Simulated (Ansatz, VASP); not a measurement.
**HgTe: VASP beside Ansatz**

```
Hg Te
1.0
     0.00000    3.18000    3.18000
     3.18000    0.00000    3.18000
     3.18000    3.18000    0.00000
Hg Te
1 1
Direct
  0.00000 0.00000 0.00000
  0.50000 0.50000 0.50000
```

Alike in both runs: task relaxation of cell and atoms; functional revPBE; k mesh 7 × 7 × 7; occupations methfessel-paxton of order 1, width 0.1 eV; non-collinear spin, spin-orbit coupling.

|  | VASP | Ansatz |
| --- | --- | --- |
| version | VASP 6.6.1 | Ansatz 0.2.0 |
| potentials or method | VASP PAW PBE potentials, release 64 (Hg, Te) | Ansatz PAW |
| plane-wave cutoff (eV) | 600 | 420 |
| valence electrons in the cell | 18 | 36 |

|  | VASP | Ansatz | Ansatz less VASP |
| --- | --- | --- | --- |
| relaxed volume (Å³/atom) | 29.91 | 29.69 | -0.217 |
| relaxed length of the cell vector where the two differ most in proportion (Å) | 4.390 | 4.379 | -0.0106 |

VASP's potentials were made for PBE, not for revPBE. VASP's potentials hold 18 valence electrons a cell and Ansatz's 36, so a difference there can come from the potentials and not from the codes.

Noted on Ansatz's run: the plane-wave basis is chosen anew once the cell has moved, so the energies of steps on either side of that aren't comparable.
